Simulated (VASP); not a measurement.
# CuO in VASP: notebook, part 2 of 3

VASP 6.6.1. Earlier steps stand in the parts before.

## Step 3: Single point, PBE+U, collinear spin

This run uses another cell than the first one, of 11.34 Å³/atom.

File INCAR:

```
  PREC = Accurate
  ENCUT = 520
  EDIFF = 1E-6
  ISMEAR = 0
  SIGMA = 0.05
  LREAL = False
  LASPH = True
  NELM = 150
  ALGO = Normal
  ISIF = 2
  LWAVE = False
  LCHARG = False
  ISPIN = 2
  MAGMOM = 0.63 0.63 0 0
  LORBIT = 11
  LMAXMIX = 4
  LDAU = True
  LDAUTYPE = 2
  LDAUL = 2 -1
  LDAUU = 4 0
  LDAUJ = 0 0
  LDAUPRINT = 1
  GGA = PE
  NBANDS = 29
```

File KPOINTS:

```
Automatic mesh
0
Gamma
  10 10 6
```

File POSCAR:

```
CuO
1.0
    2.0872091905     -2.0760605443      0.1652846383
    2.0872091905      2.0760605443      0.1652846383
   -0.4124906359      0.0000000000      5.2015957572
Cu O
2 2
Direct
    0.0000000000      0.5000000000      0.0000000000
    0.5000000000      0.0000000000      0.5000000000
    0.5000352668      0.4999647332      0.2500000000
    0.4999647332      0.5000352668      0.7500000000
```

Potentials or basis: VASP PAW PBE potentials, release 64 (Cu, O).

The run is started by

```
$ cat potpaw_PBE.64/Cu/POTCAR potpaw_PBE.64/O/POTCAR > POTCAR
$ mpirun -np 1 vasp_std > vasp.out
```

OUTCAR:

```text
PREC = Accurate
   ENCUT = 520
   EDIFF = 1E-6
   ISMEAR = 0
   LREAL = False
   LASPH = True
   NELM = 150
   ISIF = 2
   ISPIN = 2
   LORBIT = 11
   GGA = PE

 ion  position               nearest neighbor table
   1  0.000  0.500  0.000-   3 1.97   4 1.97   3 1.97   4 1.97
   2  0.500  0.000  0.500-   3 1.97   4 1.97   4 1.97   3 1.97
   3  0.500  0.500  0.250-   1 1.97   2 1.97   2 1.97   1 1.97
   4  0.500  0.500  0.750-   1 1.97   2 1.97   1 1.97   2 1.97

  LATTYP: Found a base centered monoclinic cell.
 ALAT       =     4.1874867004
 B/A-ratio  =     0.9915544539
 C/A-ratio  =     1.2460757284
 COS(beta)  =    -0.0001107893

  Lattice vectors:

 A1 = (   2.0872091905,  -2.0760605443,   0.1652846383)
 A2 = (   2.0872091905,   2.0760605443,   0.1652846383)
 A3 = (  -0.4124906359,   0.0000000000,   5.2015957572)

Analysis of symmetry for initial positions (statically):
=====================================================================
 Subroutine PRICEL returns:
 Original cell was already a primitive cell.

 Routine SETGRP: Setting up the symmetry group for a
 base centered monoclinic supercell.

 Subroutine GETGRP returns: Found  4 space group operations
 (whereof  2 operations were pure point group operations)
 out of a pool of  4 trial point group operations.

The static configuration has the point symmetry S_2 .
 The point group associated with its full space group is C_2h.

Analysis of symmetry for dynamics (positions and initial velocities):
=====================================================================
 Subroutine PRICEL returns:
 Original cell was already a primitive cell.

 Routine SETGRP: Setting up the symmetry group for a
 base centered monoclinic supercell.

 Subroutine GETGRP returns: Found  4 space group operations
 (whereof  2 operations were pure point group operations)
 out of a pool of  4 trial point group operations.

The dynamic configuration has the point symmetry S_2 .
 The point group associated with its full space group is C_2h.

Analysis of structural, dynamic, and magnetic symmetry:
=====================================================================
 Subroutine PRICEL returns:
 Original cell was already a primitive cell.

 Routine SETGRP: Setting up the symmetry group for a
 base centered monoclinic supercell.

 Subroutine GETGRP returns: Found  4 space group operations
 (whereof  2 operations were pure point group operations)
 out of a pool of  4 trial point group operations.

The overall configuration has the point symmetry S_2 .
 The point group associated with its full space group is C_2h.

[... 175 lines left out ...]
  o =  0.9785  v =  0.4457  0.0352  0.8861 -0.1223  0.0015  0.0000  0.0000  0.0000  0.0000  0.0000      0.0000  0.0000  0.0000  0.0000  0.0000  0.0000  0.0000  0.0000  0.0000  0.0000
  o =  1.0227  v =  0.0556 -0.7018  0.0968  0.7013 -0.0560  0.0000  0.0000  0.0000  0.0000  0.0000      0.0000  0.0000  0.0000  0.0000  0.0000  0.0000  0.0000  0.0000  0.0000  0.0000

atom =   2  type =  1  l = 2

 onsite density matrix

spin component  1

  0.9539 -0.0034 -0.0125 -0.0003  0.0000
 -0.0034  0.9968  0.0025  0.0251 -0.0020
 -0.0125  0.0025  0.9727  0.0034 -0.0003
 -0.0003  0.0251  0.0034  0.9969 -0.0019
  0.0000 -0.0020 -0.0003 -0.0019  0.9733

spin component  2

  0.9450  0.0199 -0.0116  0.0235 -0.0019
  0.0199  0.6942 -0.0386 -0.2713  0.0217
 -0.0116 -0.0386  0.9617 -0.0376  0.0029
  0.0235 -0.2713 -0.0376  0.6938  0.0216
 -0.0019  0.0217  0.0029  0.0216  0.9626

 occupancies and eigenvectors

  o =  0.4140  v =  0.0000  0.0000  0.0000  0.0000  0.0000 -0.0554  0.7012  0.0967  0.7019 -0.0561      0.0000  0.0000  0.0000  0.0000  0.0000  0.0000  0.0000  0.0000  0.0000  0.0000
  o =  0.9388  v =  0.0000  0.0000  0.0000  0.0000  0.0000  0.8821  0.0700  0.4614 -0.0634  0.0057      0.0000  0.0000  0.0000  0.0000  0.0000  0.0000  0.0000  0.0000  0.0000  0.0000
  o =  0.9475  v =  0.8917  0.0708  0.4429 -0.0608  0.0062  0.0000  0.0000  0.0000  0.0000  0.0000      0.0000  0.0000  0.0000  0.0000  0.0000  0.0000  0.0000  0.0000  0.0000  0.0000
  o =  0.9643  v =  0.0000  0.0000  0.0000  0.0000  0.0000  0.0042  0.0001 -0.0064 -0.0785 -0.9969      0.0000  0.0000  0.0000  0.0000  0.0000  0.0000  0.0000  0.0000  0.0000  0.0000
  o =  0.9655  v =  0.0000  0.0000  0.0000  0.0000  0.0000  0.0562 -0.7086  0.0961  0.6946 -0.0552      0.0000  0.0000  0.0000  0.0000  0.0000  0.0000  0.0000  0.0000  0.0000  0.0000
  o =  0.9720  v =  0.0562 -0.7079  0.0962  0.6952 -0.0555  0.0000  0.0000  0.0000  0.0000  0.0000      0.0000  0.0000  0.0000  0.0000  0.0000  0.0000  0.0000  0.0000  0.0000  0.0000
  o =  0.9731  v = -0.0049 -0.0003  0.0067  0.0787  0.9969  0.0000  0.0000  0.0000  0.0000  0.0000      0.0000  0.0000  0.0000  0.0000  0.0000  0.0000  0.0000  0.0000  0.0000  0.0000
  o =  0.9746  v =  0.0000  0.0000  0.0000  0.0000  0.0000  0.4644  0.0366 -0.8766  0.1208 -0.0019      0.0000  0.0000  0.0000  0.0000  0.0000  0.0000  0.0000  0.0000  0.0000  0.0000
  o =  0.9785  v =  0.4457  0.0352 -0.8861  0.1223 -0.0015  0.0000  0.0000  0.0000  0.0000  0.0000      0.0000  0.0000  0.0000  0.0000  0.0000  0.0000  0.0000  0.0000  0.0000  0.0000
  o =  1.0227  v = -0.0556  0.7018  0.0968  0.7013 -0.0560  0.0000  0.0000  0.0000  0.0000  0.0000      0.0000  0.0000  0.0000  0.0000  0.0000  0.0000  0.0000  0.0000  0.0000  0.0000

 number of electron      34.0000026 magnetization       1.9638918

 Free energy of the ion-electron system (eV)
  ---------------------------------------------------
  ext. energy  EPLUGINS =         0.00000000
  ---------------------------------------------------
  free energy    TOTEN  =       -17.24142527 eV

  energy without entropy =      -17.24099218  energy(sigma->0) =      -17.24120873

 E-fermi :   4.3180     XC(G=0): -11.1273

 val. band max:        4.3138215389   @ k =   0.4000   0.4000  -0.0000
 cond. band min:       4.3437959093   @ k =  -0.4000   0.5000   0.1667
 fundamental gap:      0.0299743703
 Fermi energy:         4.3179897650

 spin component 1

 k-point     1 :       0.0000    0.0000    0.0000
  band No.  band energies     occupation
      1     -14.9500      1.00000
      2     -13.7035      1.00000
      3      -3.6689      1.00000
      4      -2.4748      1.00000
      5      -2.4606      1.00000
      6      -0.6706      1.00000
[... 1529 lines left out ...]
     28      21.4522      0.00000
     29      22.8723      0.00000

 [... further k-points ...]

------------------------ aborting loop because EDIFF is reached ----------------------------------------

  FORCE on cell =-STRESS in cart. coord.  units (eV):
  Direction    XX          YY          ZZ          XY          YZ          ZX
  --------------------------------------------------------------------------------------
  -------------------------------------------------------------------------------------
  Total       -0.7343989     -0.7100526     -0.8402289      0.0000000      0.0000000      0.0080970
  in kB      -25.9388845    -25.0789754    -29.6767867      0.0000000      0.0000000      0.2859868
  external PRESSURE =     -26.8982155 kB  Pullay stress =       0.0000000 kB

 VOLUME and BASIS-vectors are now :
 -----------------------------------------------------------------------------
  energy-cutoff  :      520.00
  volume of cell :       45.36
      direct lattice vectors                 reciprocal lattice vectors
     2.087209190 -2.076060544  0.165284638     0.238059371 -0.240840760  0.018878295
     2.087209190  2.076060544  0.165284638     0.238059371  0.240840760  0.018878295
    -0.412490636  0.000000000  5.201595757    -0.015129033  0.000000000  0.191048951

 POSITION                                       TOTAL-FORCE (eV/Angst)
 -----------------------------------------------------------------------------------
      1.04360      1.03803      0.08264        -0.000000      0.000000     -0.000000
      0.83736     -1.03803      2.68344        -0.000000     -0.000000     -0.000000
      1.98409     -0.00015      1.46568        -0.000000     -0.000052      0.000000
      1.77784      0.00015      4.06648         0.000000      0.000052     -0.000000
 -----------------------------------------------------------------------------------
    total drift:                                0.000000      0.000000     -0.000000

  FREE ENERGIE OF THE ION-ELECTRON SYSTEM (eV)
  ---------------------------------------------------
  free  energy   TOTEN  =       -17.2414252740 eV

  energy  without entropy=      -17.2409921809  energy(sigma->0) =      -17.24120873

 total charge

# of ion       s       p       d       tot
------------------------------------------
    1        0.380   0.370   9.131   9.881
    2        0.380   0.370   9.131   9.881
    3        1.557   3.418   0.000   4.975
    4        1.557   3.418   0.000   4.975
--------------------------------------------------
tot          3.874   7.576  18.261  29.711

 magnetization (x)

# of ion       s       p       d       tot
------------------------------------------
    1       -0.006   0.002   0.637   0.632
    2       -0.006   0.002   0.637   0.632
    3        0.020   0.289   0.000   0.309
    4        0.020   0.289   0.000   0.309
--------------------------------------------------
tot          0.028   0.582   1.273   1.883
```

Run time: 2.8 min. Hardware: 1 thread of Intel Xeon 6975P-C (Granite Rapids), shared host; peak memory 0.41 GiB.

What came out:

```yaml
Free_energy: -17.2414 eV
Pressure: -2.7 GPa
Band_gap_on_the_k_mesh: zero (filled and empty bands overlap)
Net_moment: 1.96 μB per cell
Site_moments: Cu +0.63; O +0.31 μB
Valence_electrons_inside_the_program's_atomic_spheres: Cu 9.88; O 4.97
```

Eigenvalues of the final occupation matrices:
```tsv
site	spin	trace	eigenvalues
site 1 d	1	4.89	0.95 0.97 0.97 0.98 1.02
site 1 d	2	4.26	0.41 0.94 0.96 0.97 0.97
site 2 d	1	4.89	0.95 0.97 0.97 0.98 1.02
site 2 d	2	4.26	0.41 0.94 0.96 0.97 0.97
```

## Step 4: Single point, PBE+U, collinear spin

This run uses another cell than the first one: it holds 8 atoms, not 4.

File INCAR:

```
PREC = Accurate
ENCUT = 520
EDIFF = 1E-7
ISMEAR = 0
SIGMA = 0.05
LREAL = F
LASPH = T
NELM = 150
ALGO = Normal
ISIF = 2
LWAVE = F
LCHARG = F
ISPIN = 2
MAGMOM = 1 -1 -1 1 0 0 0 0
LORBIT = 11
LMAXMIX = 4
LDAU = T
LDAUTYPE = 2
LDAUL = 2 -1
LDAUU = 4 0
LDAUJ = 0 0
LDAUPRINT = 1
GGA = PE
NBANDS = 48
```

File KPOINTS:

```
Automatic mesh
0
Gamma
  6 6 4
```

File POSCAR:

```
CuO
1.0
    4.1744183809      0.0000000000      0.3305692766
    0.0000000000      4.1521210885      0.0000000000
   -0.4124906359      0.0000000000      5.2015957572
Cu O
4 4
Direct
    0.2500000000      0.2500000000      0.0000000000
    0.2500000000     -0.2500000000      0.5000000000
    0.7500000000      0.7500000000      0.0000000000
    0.7500000000      0.2500000000      0.5000000000
    0.5000000000     -0.0000352668      0.2500000000
    0.5000000000      0.0000352668      0.7500000000
    1.0000000000      0.4999647332      0.2500000000
    1.0000000000      0.5000352668      0.7500000000
```

The run is started by

```
$ cat potpaw_PBE.64/Cu/POTCAR potpaw_PBE.64/O/POTCAR > POTCAR
$ mpirun -np 1 vasp_std > vasp.out
```

Wall time 5.9 min (1 thread of Intel Xeon Platinum 8488C (Sapphire Rapids), shared host); peak memory 0.45 GiB.

It converged, with:

```yaml
Free_energy: -34.6133 eV
Pressure: -2.8 GPa
Band_gap_on_the_k_mesh: 0.32 eV
Net_moment: 0.00 μB per cell
Site_moments: Cu +0.60, -0.60 (each value once); O +0.00, -0.00 (each value once) μB
Valence_electrons_inside_the_program's_atomic_spheres: Cu 9.89; O 4.97
```

Stress tensor (GPa, compression positive):
```
-3.13  0.00  0.01
 0.00 -1.92  0.00
 0.01  0.00 -3.31
```

Levels at points of the mesh, in eV from the valence-band top:
Spin up:
```
           k point  band 32  band 33  band 34  band 35  band 36  band 37
(0.00, 0.00, 0.00)    -2.01    -1.92     0.00     1.05     1.31     1.90
(0.50, 0.00, 0.00)    -2.30    -1.13    -1.13     1.21     1.21     4.04
(0.00, 0.50, 0.00)    -2.29    -1.65    -0.25     0.44     1.63     4.03
(0.50, 0.50, 0.00)    -1.77    -0.47    -0.47     1.37     1.37     3.92
(0.00, 0.00, 0.50)    -1.88    -1.34    -1.34     0.95     0.95     3.49
(0.50, 0.00, 0.50)    -2.47    -1.64    -1.64     0.42     0.42     4.87
(0.00, 0.50, 0.50)    -2.45    -1.60    -1.60     0.41     0.41     4.98
(0.50, 0.50, 0.50)    -2.25    -0.87    -0.87     1.21     1.21     4.63
```
Spin down:
```
           k point  band 32  band 33  band 34  band 35  band 36  band 37
(0.00, 0.00, 0.00)    -2.01    -1.92     0.00     1.05     1.31     1.90
(0.50, 0.00, 0.00)    -2.30    -1.13    -1.13     1.21     1.21     4.04
(0.00, 0.50, 0.00)    -2.29    -1.65    -0.25     0.44     1.63     4.03
(0.50, 0.50, 0.00)    -1.77    -0.47    -0.47     1.37     1.37     3.92
(0.00, 0.00, 0.50)    -1.88    -1.34    -1.34     0.95     0.95     3.49
(0.50, 0.00, 0.50)    -2.47    -1.64    -1.64     0.42     0.42     4.87
(0.00, 0.50, 0.50)    -2.45    -1.60    -1.60     0.41     0.41     4.98
(0.50, 0.50, 0.50)    -2.25    -0.87    -0.87     1.21     1.21     4.63
```

Eigenvalues of the final occupation matrices:
| site | spin | trace | eigenvalues |
| --- | --- | --- | --- |
| site 1 d | 1 | 4.88 | 0.95 0.97 0.97 0.98 1.02 |
| site 1 d | 2 | 4.28 | 0.43 0.94 0.97 0.97 0.98 |
| site 2 d | 1 | 4.28 | 0.43 0.94 0.97 0.97 0.98 |
| site 2 d | 2 | 4.88 | 0.95 0.97 0.97 0.98 1.02 |
| site 3 d | 1 | 4.28 | 0.43 0.94 0.97 0.97 0.98 |
| site 3 d | 2 | 4.88 | 0.95 0.97 0.97 0.98 1.02 |
| site 4 d | 1 | 4.88 | 0.95 0.97 0.97 0.98 1.02 |
| site 4 d | 2 | 4.28 | 0.43 0.94 0.97 0.97 0.98 |

## Step 5: Single point, PBE+U, collinear spin

This run uses another cell than the first one: it holds 8 atoms, not 4.

File INCAR:

```
ALGO = Normal
EDIFF = 1E-7
ENCUT = 520
GGA = PE
ISIF = 2
ISMEAR = 0
ISPIN = 2
LASPH = True
LCHARG = False
LDAU = True
LDAUJ = 0 0
LDAUL = 2 -1
LDAUPRINT = 1
LDAUTYPE = 2
LDAUU = 4 0
LMAXMIX = 4
LORBIT = 11
LREAL = False
LWAVE = False
MAGMOM = 1 1 -1 -1 0 0 0 0
NBANDS = 48
NELM = 150
PREC = Accurate
SIGMA = 0.05
```

File KPOINTS:

```
k-points
0
Gamma
  6 6 6
```

File POSCAR:

```
CuO
1.0
    4.1744183809      0.0000000000      0.3305692766
    0.0000000000      4.1521210885      0.0000000000
    1.6747185546      2.0760605443      5.3668803955
Cu O
4 4
Direct
    0.2500000000      0.2500000000      0.0000000000
    0.0000000000     -0.5000000000      0.5000000000
    0.7500000000      0.7500000000      0.0000000000
    0.5000000000      0.0000000000      0.5000000000
    0.3750000000     -0.1250352668      0.2500000000
    0.1250000000     -0.3749647332      0.7500000000
    0.8750000000      0.3749647332      0.2500000000
    0.6250000000      0.1250352668      0.7500000000
```

Potentials or basis: VASP PAW PBE potentials, release 64 (Cu, O).

The run is started by

```
$ cat potpaw_PBE.64/Cu/POTCAR potpaw_PBE.64/O/POTCAR > POTCAR
$ mpirun -np 1 vasp_std > vasp.out
```

OUTCAR:

```text
EDIFF = 1E-7
   ENCUT = 520
   GGA = PE
   ISIF = 2
   ISMEAR = 0
   ISPIN = 2
   LASPH = True
   LORBIT = 11
   LREAL = False
   NELM = 150
   PREC = Accurate

 ion  position               nearest neighbor table
   1  0.250  0.250  0.000-   7 1.97   8 1.97   5 1.97   6 1.97
   2  0.000  0.500  0.500-   5 1.97   8 1.97   7 1.97   6 1.97
   3  0.750  0.750  0.000-   5 1.97   6 1.97   7 1.97   8 1.97
   4  0.500  0.000  0.500-   6 1.97   7 1.97   5 1.97   8 1.97
   5  0.375  0.875  0.250-   2 1.97   3 1.97   1 1.97   4 1.97
   6  0.125  0.625  0.750-   4 1.97   3 1.97   1 1.97   2 1.97
   7  0.875  0.375  0.250-   4 1.97   1 1.97   3 1.97   2 1.97
   8  0.625  0.125  0.750-   2 1.97   1 1.97   3 1.97   4 1.97
[... 9 lines left out ...]
 A1 = (  -1.6747185546,  -2.0760605443,  -5.3668803955)
 A2 = (  -1.6747185546,   2.0760605442,  -5.3668803955)
 A3 = (   4.1744183809,   0.0000000000,   0.3305692766)

Analysis of symmetry for initial positions (statically):
=====================================================================
 Subroutine PRICEL returns following result:
[... 2747 lines left out ...]

 VOLUME and BASIS-vectors are now :
 -----------------------------------------------------------------------------
  energy-cutoff  :      520.00
  volume of cell :       90.72
      direct lattice vectors                 reciprocal lattice vectors
     4.174418381  0.000000000  0.330569277     0.245623888  0.000000000 -0.076646180
     0.000000000  4.152121089  0.000000000     0.007564517  0.240840760 -0.095524476
     1.674718555  2.076060544  5.366880395    -0.015129033  0.000000000  0.191048951

 POSITION                                       TOTAL-FORCE (eV/Angst)
 -----------------------------------------------------------------------------------
      1.04360      1.03803      0.08264         0.000022      0.000069     -0.000724
      0.83736      3.11409      2.68344        -0.000022      0.000069      0.000724
      3.13081      3.11409      0.24793         0.000022      0.000069     -0.000724
      2.92457      1.03803      2.84872        -0.000022      0.000069      0.000724
      1.98409      4.15197      1.46568        -0.000000     -0.000107      0.000000
      1.77784      4.15227      4.06648        -0.000000     -0.000032      0.000000
      4.07130      2.07591      1.63097        -0.000000     -0.000107      0.000000
      3.86505      2.07621      4.23177        -0.000000     -0.000032     -0.000000
 -----------------------------------------------------------------------------------
    total drift:                               -0.000000      0.000000     -0.000000

  FREE ENERGIE OF THE ION-ELECTRON SYSTEM (eV)
  ---------------------------------------------------
  free  energy   TOTEN  =       -34.6687300874 eV

  energy  without entropy=      -34.6687300874  energy(sigma->0) =      -34.66873009

 total charge

# of ion       s       p       d       tot
------------------------------------------
    1        0.379   0.370   9.142   9.891
    2        0.379   0.370   9.142   9.891
    3        0.379   0.370   9.142   9.891
    4        0.379   0.370   9.142   9.891
    5        1.562   3.406   0.000   4.968
    6        1.562   3.406   0.000   4.968
    7        1.562   3.406   0.000   4.968
    8        1.562   3.406   0.000   4.968
--------------------------------------------------
tot          7.765  15.104  36.567  59.435

 magnetization (x)

# of ion       s       p       d       tot
------------------------------------------
    1       -0.003  -0.003   0.592   0.586
    2       -0.003  -0.003   0.592   0.586
    3        0.003   0.003  -0.592  -0.586
    4        0.003   0.003  -0.592  -0.586
    5        0.000   0.000   0.000   0.000
    6       -0.000   0.000   0.000   0.000
    7        0.000   0.000   0.000   0.000
    8        0.000  -0.000   0.000  -0.000
--------------------------------------------------
tot          0.000   0.000   0.000   0.000
```

OSZICAR:

```text
N       E                     dE             d eps       ncg     rms          rms(c)
DAV:   1     0.803420432256E+03    0.80342E+03   -0.30309E+04 13560   0.222E+03
DAV:   2     0.123357489287E+03   -0.68006E+03   -0.62413E+03 13184   0.510E+02
[... 11 lines left out ...]
DAV:  14    -0.346687476045E+02   -0.55400E-04   -0.59389E-04 22384   0.281E-01    0.465E-02
DAV:  15    -0.346687334992E+02    0.14105E-04   -0.80801E-05 20136   0.940E-02    0.252E-02
DAV:  16    -0.346687302717E+02    0.32275E-05   -0.38345E-05 20512   0.586E-02    0.570E-03
DAV:  17    -0.346687303103E+02   -0.38539E-07   -0.25505E-06 18448   0.171E-02    0.370E-03
DAV:  18    -0.346687301174E+02    0.19285E-06   -0.80542E-07 16952   0.110E-02    0.116E-03
DAV:  19    -0.346687300874E+02    0.30040E-07   -0.46874E-07 14168   0.856E-03
   1 F= -.34668730E+02 E0= -.34668730E+02  d E =-.106340E-18  mag=     0.0000
```

It took 24 min on 1 thread of Oxide Virtual Turin-like, shared host; peak memory 0.48 GiB.

Results:

| Quantity | Value |
| --- | --- |
| Free energy | -34.6687 eV |
| Pressure | -2.9 GPa |
| Band gap on the k mesh | 0.70 eV |
| Net moment | 0.00 μB per cell |
| Site moments | Cu +0.59, -0.59 (each value once); O +0.00, -0.00 (each value once) μB |
| Valence electrons inside the program's atomic spheres | Cu 9.89; O 4.97 |

Eigenvalues of the final occupation matrices:
```csv
site,spin,trace,eigenvalues
site 1 d,1,4.88,0.95 0.97 0.97 0.98 1.01
site 1 d,2,4.29,0.44 0.94 0.97 0.97 0.98
site 2 d,1,4.88,0.95 0.97 0.97 0.98 1.01
site 2 d,2,4.29,0.44 0.94 0.97 0.97 0.98
site 3 d,1,4.29,0.44 0.94 0.97 0.97 0.98
site 3 d,2,4.88,0.95 0.97 0.97 0.98 1.01
site 4 d,1,4.29,0.44 0.94 0.97 0.97 0.98
site 4 d,2,4.88,0.95 0.97 0.97 0.98 1.01
```

A k mesh can miss the band edges.

[end of part 2 of 3]
